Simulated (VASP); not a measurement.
# K2Zn2HF5 (a cell with a defect) in VASP: single point with PBEsol

Aim: the single point of K2Zn2HF5 (a cell with a defect) with PBEsol.

Everything below comes from runs of VASP 6.6.1. Logs are shortened: lines on timing, memory, paths and dates and some standing lists are left out, and cuts for length are marked.

## Step 1: The cell of the first run

The cell holds a defect, 10 atoms: a = 8.105 Å, b = 4.052 Å, c = 4.052 Å, α = 90.00°, β = 90.00°, γ = 90.00°.

## Step 2: Single point, PBEsol, collinear spin

Contents of INCAR:

```
PREC = Accurate
ENCUT = 520
EDIFF = 1E-7
ISMEAR = -1
SIGMA = 0.05
LREAL = F
LASPH = T
NELM = 150
ALGO = Normal
ISIF = 2
LWAVE = F
LCHARG = F
ISPIN = 2
MAGMOM = 0 0.18 0.18 0.18 0.18 0.18 0 0 0 0.18
LORBIT = 11
GGA = PS
NELECT = 77.0
NBANDS = 54
```

Contents of KPOINTS:

```
Automatic mesh
0
Gamma
  2 2 2
  0.5 0.5 0.5
```

Contents of POSCAR:

```
K2Zn2HF5
1.0
    8.1045260000      0.0000000000      0.0000000000
    0.0000000000      4.0522630000      0.0000000000
    0.0000000000      0.0000000000      4.0522630000
K Zn F H
2 2 5 1
Direct
    0.9987590000      0.0058120000      0.0092760000
    0.5018280000      0.0031260000      0.9965730000
    0.2491030000      0.5054360000      0.5065510000
    0.7548030000      0.4951330000      0.5035780000
    0.2474780000      0.5036310000      0.0007740000
    0.7512860000      0.5052320000      0.9996990000
    0.0021790000      0.4995420000      0.4899000000
    0.2501020000      0.9943540000      0.4995130000
    0.7535260000      0.9989310000      0.4932200000
    0.4982080000      0.4970530000      0.2544660000
```

Potentials or basis: VASP PAW PBE potentials, release 64 (K_sv, Zn, F, H).

Command:

```bash
$ cat potpaw_PBE.64/K_sv/POTCAR potpaw_PBE.64/Zn/POTCAR potpaw_PBE.64/F/POTCAR potpaw_PBE.64/H/POTCAR > POTCAR
$ mpirun -np 1 vasp_std > vasp.out
```

OUTCAR:

```text
PREC = Accurate
   ENCUT = 520
   EDIFF = 1E-7
   ISMEAR = -1
   LREAL = F
   LASPH = T
   NELM = 150
   ISIF = 2
   ISPIN = 2
   LORBIT = 11
   GGA = PS
   NELECT = 77.0

 ion  position               nearest neighbor table
   1  0.999  0.006  0.009-   9 2.79   7 2.79   7 2.83   8 2.85   6 2.85   5 2.85   6 2.85
   2  0.502  0.003  0.997-  10 2.26  10 2.30   6 2.86
   3  0.249  0.505  0.507-   8 1.98   7 2.00   5 2.00   5 2.05   8 2.07
   4  0.755  0.495  0.504-   7 2.01   6 2.01   9 2.01   9 2.04   6 2.04
   5  0.247  0.504  0.001-   3 2.00   3 2.05   1 2.85
   6  0.751  0.505  1.000-   4 2.01   4 2.04   1 2.85   1 2.85   2 2.86
   7  0.002  0.500  0.490-   3 2.00   4 2.01   1 2.79   1 2.83
   8  0.250  0.994  0.500-   3 1.98   3 2.07   1 2.85
   9  0.754  0.999  0.493-   4 2.01   4 2.04   1 2.79
  10  0.498  0.497  0.254-   2 2.26   2 2.30

  LATTYP: Found a simple tetragonal cell.
 ALAT       =     4.0522630000
 C/A-ratio  =     2.0000000000

  Lattice vectors:

 A1 = (   0.0000000000,   4.0522630000,   0.0000000000)
 A2 = (   0.0000000000,   0.0000000000,   4.0522630000)
 A3 = (   8.1045260000,   0.0000000000,   0.0000000000)

Analysis of symmetry for initial positions (statically):
=====================================================================
 Subroutine PRICEL returns:
 Original cell was already a primitive cell.

 Routine SETGRP: Setting up the symmetry group for a
 simple tetragonal supercell.

 Subroutine GETGRP returns: Found  1 space group operations
 (whereof  1 operations were pure point group operations)
 out of a pool of 16 trial point group operations.

The static configuration has the point symmetry C_1 .

Analysis of symmetry for dynamics (positions and initial velocities):
=====================================================================
 Subroutine PRICEL returns:
 Original cell was already a primitive cell.

 Routine SETGRP: Setting up the symmetry group for a
 simple tetragonal supercell.

 Subroutine GETGRP returns: Found  1 space group operations
 (whereof  1 operations were pure point group operations)
 out of a pool of 16 trial point group operations.

The dynamic configuration has the point symmetry C_1 .

Analysis of structural, dynamic, and magnetic symmetry:
=====================================================================
 Subroutine PRICEL returns:
 Original cell was already a primitive cell.

[... 149 lines left out ...]

 E-fermi :  -1.1711     XC(G=0):  -9.7537

 val. band max:       -1.9920961464   @ k =   0.2500  -0.2500   0.2500
 cond. band min:      -0.3473067014   @ k =   0.2500   0.2500   0.2500
 fundamental gap:      1.6447894450
 Fermi energy:        -1.1711138122

 spin component 1

 k-point     1 :       0.2500    0.2500    0.2500
  band No.  band energies     occupation
      1     -28.3726      1.00000
      2     -26.8135      1.00000
      3     -22.5260      1.00000
      4     -22.4774      1.00000
      5     -22.1859      1.00000
      6     -22.1407      1.00000
[... 201 lines left out ...]
     49       9.9942      0.00000
     50      10.2906      0.00000
 Fermi energy:        -1.1711138122

 spin component 2

 k-point     1 :       0.2500    0.2500    0.2500
  band No.  band energies     occupation
      1     -28.3419      1.00000
      2     -26.8129      1.00000
      3     -22.4132      1.00000
      4     -22.3517      1.00000
      5     -22.1204      1.00000
      6     -22.0657      1.00000
[... 201 lines left out ...]
     49      10.0669      0.00000
     50      10.3481      0.00000
 [bands above 50 left out]

------------------------ aborting loop because EDIFF is reached ----------------------------------------

  FORCE on cell =-STRESS in cart. coord.  units (eV):
  Direction    XX          YY          ZZ          XY          YZ          ZX
  --------------------------------------------------------------------------------------
  -------------------------------------------------------------------------------------
  Total       -7.7576081     -4.6446447     -5.9000474      0.0290484      0.0763416     -0.0068090
  in kB      -93.3932635    -55.9165298    -71.0302286      0.3497113      0.9190710     -0.0819726
  external PRESSURE =     -73.4466740 kB  Pullay stress =       0.0000000 kB

 VOLUME and BASIS-vectors are now :
 -----------------------------------------------------------------------------
  energy-cutoff  :      520.00
  volume of cell :      133.08
      direct lattice vectors                 reciprocal lattice vectors
     8.104526000  0.000000000  0.000000000     0.123387845  0.000000000  0.000000000
     0.000000000  4.052263000  0.000000000     0.000000000  0.246775691  0.000000000
     0.000000000  0.000000000  4.052263000     0.000000000  0.000000000  0.246775691

 POSITION                                       TOTAL-FORCE (eV/Angst)
 -----------------------------------------------------------------------------------
      8.09447      0.02355      0.03759         0.072306     -0.042811     -0.063026
      4.06708      0.01267      4.03838        -0.012384     -0.088988     -0.449381
      2.01886      2.04816      2.05268        -1.078262     -0.279381     -0.269638
      6.11732      2.00641      2.04063         1.103104      0.126822     -0.192442
      2.00569      2.04085      0.00314         0.795043     -0.067292     -0.022411
      6.08882      2.04733      4.05104        -0.756221     -0.039725     -0.093490
      0.01766      2.02428      1.98520        -0.074146     -0.018913      0.116099
      2.02696      4.02938      2.02416         0.750514      0.373637      0.040397
      6.10697      4.04793      1.99866        -0.751339     -0.034265      0.085184
      4.03774      2.01419      1.03116        -0.048615      0.070917      0.848708
 -----------------------------------------------------------------------------------
    total drift:                                0.002776      0.001029     -0.003055

  FREE ENERGIE OF THE ION-ELECTRON SYSTEM (eV)
  ---------------------------------------------------
  free  energy   TOTEN  =       -38.1819760870 eV

  energy  without entropy=      -38.1819759685  energy(sigma->0) =      -38.18197603

 total charge

# of ion       s       p       d       tot
------------------------------------------
    1        1.951   5.565   0.019   7.536
    2        1.956   5.560   0.028   7.544
    3        0.341   0.351   9.890  10.582
    4        0.339   0.346   9.892  10.577
    5        1.733   4.305   0.000   6.038
    6        1.732   4.308   0.000   6.040
    7        1.729   4.336   0.000   6.065
    8        1.730   4.317   0.000   6.047
    9        1.730   4.318   0.000   6.048
   10        0.390   0.003   0.000   0.393
--------------------------------------------------
tot         13.631  33.409  19.830  66.870

 magnetization (x)

# of ion       s       p       d       tot
------------------------------------------
    1       -0.000   0.000   0.000   0.000
    2        0.003   0.014   0.007   0.024
    3       -0.001   0.004   0.031   0.034
    4       -0.001   0.004   0.027   0.030
    5        0.002   0.075   0.000   0.077
    6        0.002   0.067   0.000   0.069
    7        0.000   0.011   0.000   0.011
    8        0.001   0.030   0.000   0.031
    9        0.001   0.026   0.000   0.027
   10        0.293   0.001   0.000   0.294
--------------------------------------------------
tot          0.300   0.232   0.065   0.597
```

stdout:

```text
POSCAR found type information on POSCAR K ZnF H
 POSCAR found :  4 types and      10 ions
 scaLAPACK will be used
 -----------------------------------------------------------------------------
|                                                                             |
|                                                                             |
|     You enforced a specific xc type in the INCAR file but a different       |
|     I HOPE YOU KNOW WHAT YOU ARE DOING!                                     |
|                                                                             |
 -----------------------------------------------------------------------------

 LDA part: xc-table for (Slater+PW92), standard interpolation
 POSCAR, INCAR and KPOINTS ok, starting setup
 FFT: planning ... GRIDC
 FFT: planning ... GRID_SOFT
 FFT: planning ... GRID
 WAVECAR not read
 entering main loop
 the old and the new charge density differ
 old charge density:    78.00000 new   77.00000
    0.138E+01
```

Run time: 66 s. Hardware: 1 thread of Intel Xeon Platinum 8488C (Sapphire Rapids), shared host; peak memory 0.27 GiB.

Results:

```yaml
Free_energy: -38.1820 eV
Largest_force: 1.146 eV/Å
Net_moment: 1.00 μB per cell
Site_moments: K +0.00, +0.02; Zn +0.03; F +0.08, +0.07, +0.01, +0.03 (each value once); H +0.29 μB
Valence_electrons_inside_the_program's_atomic_spheres: K 7.54; Zn 10.58; F 6.04, 6.07, 6.05 (each value once); H 0.39
```

Forces on the atoms (eV/Å):
```
K    0.072 -0.043 -0.063
K   -0.012 -0.089 -0.449
Zn  -1.078 -0.279 -0.270
Zn   1.103  0.127 -0.192
F    0.795 -0.067 -0.022
F   -0.756 -0.040 -0.093
F   -0.074 -0.019  0.116
F    0.751  0.374  0.040
F   -0.751 -0.034  0.085
H   -0.049  0.071  0.849
```

Caveat: the k points lie up to 0.78 Å⁻¹ apart; the cell carries a net charge on a neutralising background, which shifts energy and pressure; the cell is charged against a uniform background, so pressure and absolute levels hang on convention; the PAW data sets were made with another functional, which shifts forces and pressure a little.
